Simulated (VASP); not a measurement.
The system is Cu.

```xyz
3
Lattice="4.0563 0.0000 0.0000 -2.0281 3.5128 0.0000 0.0000 0.0000 2.4865" Properties=species:S:1:pos:R:3 pbc="T T T"
Cu    0.0000    0.0000    0.0000
Cu    0.0000    2.3419    1.2432
Cu    2.0281    1.1709    1.2432
```

This isn't the form of Cu at room conditions, which is fcc.

```yaml
Program: VASP 6.6.1
Task: relaxation of cell and atoms
Functional: PBEsol
Potentials_or_basis: VASP PAW PBE potentials, release 64 (Cu)
Cutoff: 600 eV
k_mesh: 9 × 9 × 13
Occupations: fermi-dirac, width 0.1 eV
Spin: no spin polarisation
```

At the start: pressure -2.9 GPa; volume 11.81 Å³/atom.

**Question.** Where does the relaxation end?

**Answer.** Over 6 steps the energy falls by 4.8 meV/atom and the volume is 11.57 Å³/atom (-2.1 %); space group P6/mmm (No. 191, to 0.1 Å) before and after.

The path:
| step | energy change (eV) | largest force (eV/Å) | pressure (GPa) | volume (Å³) |
| --- | --- | --- | --- | --- |
| 1 | 0.0000 | 0.0000 | -2.88 | 35.43 |
| 2 | -0.0123 | 0.0000 | 1.60 | 34.35 |
| 3 | -0.0131 | 0.0000 | 0.74 | 34.56 |
| 4 | -0.0144 | 0.0000 | -0.10 | 34.71 |
| 5 | -0.0144 | 0.0000 | 0.26 | 34.69 |
| 6 | -0.0144 | 0.0000 | 0.00 | 34.70 |

Final structure:
```
CELL_PARAMETERS angstrom
4.05673 0.00000 0.00000
-2.02837 3.51323 0.00000
0.00000 0.00000 2.43443
ATOMIC_POSITIONS crystal
Cu 0.00000 0.00000 0.00000
Cu 0.33333 0.66667 0.50000
Cu 0.66667 0.33333 0.50000
```

Caveat: the PAW data sets were made with another functional, which shifts forces and pressure a little.
